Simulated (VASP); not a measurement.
A run of VASP 6.6.1 is set up as follows.

File INCAR:

```
SYSTEM = H10CO5
ALGO     = Normal         ! electronic algorithm
EDIFF    = 1E-6           ! SCF threshold, eV
ENCUT    = 520            ! plane-wave cutoff, eV
GGA      = PE             ! functional
ISIF     = 2              ! what is computed and relaxed
ISMEAR   = -1             ! smearing method
IVDW     = 12             ! dispersion correction
LASPH    = .TRUE.         ! aspherical terms in the spheres
LCHARG   = .TRUE.         ! write CHGCAR
LELF     = .TRUE.         ! ELF
LREAL    = Auto         
LVHAR    = .TRUE.       
LWAVE    = .FALSE.        ! write WAVECAR
NBANDS   = 36             ! bands
NELM     = 100            ! most SCF steps
PREC     = Accurate       ! precision mode
SIGMA    = 0.05           ! smearing width, eV
```

File KPOINTS:

```
k-points
0
G
  1 1 1
  0 0 0
```

File POSCAR:

```
H10CO5
1.0
    6.1736310000      0.0000000000      0.0000000000
    0.0000000000      6.1736310000      0.0000000000
    0.0000000000      0.0000000000      6.1736310000
O H C
5 10 1
Direct
    0.3024962133      0.9634686621      0.9683280390
    0.1757636632      0.3782700975      0.1151186393
    0.1763305905      0.0636092439      0.5296234906
    0.4890638912      0.7365681558      0.4567490347
    0.8876299863      0.7393056048      1.0485077582
    0.1717627762      0.8935098324      0.8884722783
    0.3096232995      1.1336440419      0.9898550788
    0.2463218161      0.5116437960      0.1571036559
    0.1920263780      0.2947050123      0.2532869230
    0.2138611783      0.1618010535      0.6429279625
    0.2633458333     -0.0684038291      0.5483806855
    0.5338997423      0.7334905504      0.3144664785
    0.5025891570      0.8824952447      0.4704200818
    0.6999284538      0.5437804754      0.8490951273
    0.5573057411      0.7744065040      1.0063283666
    0.7178109608      0.6823699052      0.9732522077
```

Potentials or basis: VASP PAW PBE potentials, release 64 (O, H, C).

The run is started by

```console
$ cat potpaw_PBE.64/O/POTCAR potpaw_PBE.64/H/POTCAR potpaw_PBE.64/C/POTCAR > POTCAR
$ mpirun -np 1 vasp_gam > vasp.out
```

(1) What does it give for the band gap on the k mesh?

(2) Predict the largest force.

Answers

(1) 3.42 eV.

(2) 4.452 eV/Å.

Caveat: the k points lie up to 1.02 Å⁻¹ apart.
